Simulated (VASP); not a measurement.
Here is a VASP 6.6.1 calculation.

The input POSCAR:

```
TePb
1.0
    0.0000000000      3.1873324849      3.1873324849
    3.1873324849      0.0000000000      3.1873324849
    3.1873324849      3.1873324849      0.0000000000
Pb Te
1 1
Direct
    0.0000000000      0.0000000000      0.0000000000
    0.5000000000      0.5000000000      0.5000000000
```

INCAR.step1

```
SYSTEM = TePb
PREC = Accurate
ENCUT = 520
ISMEAR = -1
SIGMA = 0.05
LREAL = .False.
LASPH = .True.
NELM = 150
MAGMOM = 0 0 0 0 0 0
LSORBIT = .True.
GGA_COMPAT = .False.
NBANDS = 32
GGA = PE
ALGO = Normal
EDIFF = 1E-4
LWAVE = .True.
LCHARG = .False.
```

Contents of INCAR.step2:

```
SYSTEM = TePb
PREC = Accurate
ENCUT = 520
EDIFF = 1E-6
ISMEAR = -1
SIGMA = 0.05
LREAL = .False.
LASPH = .True.
NELM = 150
ALGO = Normal
ISIF = 2
LWAVE = .False.
LCHARG = .False.
MAGMOM = 0 0 0 0 0 0
LORBIT = 11
LSORBIT = .True.
GGA_COMPAT = .False.
LORBMOM = .True.
METAGGA = R2SCAN
LMIXTAU = .True.
NBANDS = 32
ISTART = 1
```

KPOINTS

```
Automatic mesh
0
Gamma
  7 7 7
  0 0 0
```

Potentials or basis: VASP PAW PBE potentials, release 64 (Pb_d, Te).

Launch:

```bash
$ cat potpaw_PBE.64/Pb_d/POTCAR potpaw_PBE.64/Te/POTCAR > POTCAR
$ cp INCAR.step1 INCAR
$ mpirun -np 1 vasp_ncl > vasp.out
$ cp INCAR.step2 INCAR
$ mpirun -np 1 vasp_ncl > vasp.out
```

Q: Predict the pressure.

A: 3.5 GPa.

Q: Estimate the net moment.

A: 0.00 μB per cell.

Moments on the atoms (μB; x, y, z):
```
Pb  0.00 0.00 0.00
Te  0.00 0.00 0.00
```

Caveat: the PAW data sets were made with another functional, which shifts forces and pressure a little.
